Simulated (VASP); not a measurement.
Here is a VASP 6.6.1 calculation.

The input INCAR:

```
SYSTEM = Co
PREC = Accurate
ENCUT = 520
EDIFF = 1E-6
ISMEAR = 0
SIGMA = 0.05
LREAL = .FALSE.
LASPH = .TRUE.
NELM = 150
ALGO = Normal
ISIF = 2
LWAVE = .FALSE.
LCHARG = .FALSE.
ISPIN = 2
MAGMOM = 1.5 1.5 1.5 1.5
LORBIT = 11
LMAXMIX = 4
GGA = CA
NBANDS = 30
```

KPOINTS

```
Automatic mesh
0
G
  16 16 6
  0 0 0
```

Contents of POSCAR:

```
Co
1.0
    2.4294651523      0.0000000000      0.0000000000
   -1.2147325761      2.1039785395      0.0000000000
    0.0000000000      0.0000000000      7.8359489186
Co
4
Direct
    0.3333333333      0.6666666667      0.1250000000
    0.6666666667      0.3333333333      0.3750000000
    0.3333333333      0.6666666667      0.6250000000
    0.6666666667      0.3333333333      0.8750000000
```

Potentials or basis: VASP PAW LDA potentials, release 64 (Co).

Launch:

```console
$ cat potpaw_LDA.64/Co/POTCAR > POTCAR
$ mpirun -np 1 vasp_std > vasp.out
```

Predict the site moments.

Co +1.50 μB.

Estimate the band gap on the k mesh.

zero (filled and empty bands overlap).

Stress tensor (GPa, compression positive):
```
-0.87  0.00  0.00
 0.00 -0.87  0.00
 0.00  0.00 -1.45
```
